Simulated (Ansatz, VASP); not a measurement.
**BaTa3: VASP beside Ansatz**

```
Ba Ta
1.0
     4.40901    0.00000    0.00000
     0.00000    4.40901    0.00000
     0.00000    0.00000    4.40901
Ba Ta
1 3
Direct
  0.00000 0.00000 0.00000
  0.00000 0.50000 0.50000
  0.50000 0.00000 0.50000
  0.50000 0.50000 0.00000
```

Alike in both runs: task relaxation of cell and atoms; functional PBE; k mesh 10 × 10 × 10; occupations gaussian, width 0.1 eV; no spin polarisation.

|  | VASP | Ansatz |
| --- | --- | --- |
| version | VASP 6.6.1 | Ansatz 0.2.0 |
| potentials or method | VASP PAW PBE potentials, release 64 (Ba_sv, Ta_pv), cutoff 600 eV | scalar-relativistic, plane waves, PAW |
| valence electrons in the cell | 43 | 49 |

VASP gave:

| Property | Result |
| --- | --- |
| gap on the k mesh at the Fermi level, each at its own relaxed structure (eV) | none |
| relaxed volume (Å³/atom) | 22.35 |
| relaxed cell length with the largest relative difference (Å) | 4.472 |

Question: What did Ansatz give for the same quantities?

Answer: gap on the k mesh at the Fermi level, each at its own relaxed structure (eV): none; relaxed volume (Å³/atom): 21.98; relaxed cell length with the largest relative difference (Å): 4.446.

A gap of «none» marks a metal or a gap that the smearing closes. VASP's potentials hold 43 valence electrons a cell and Ansatz's 49, so a difference there can come from the potentials and not from the codes.

Spin-orbit coupling is off throughout.
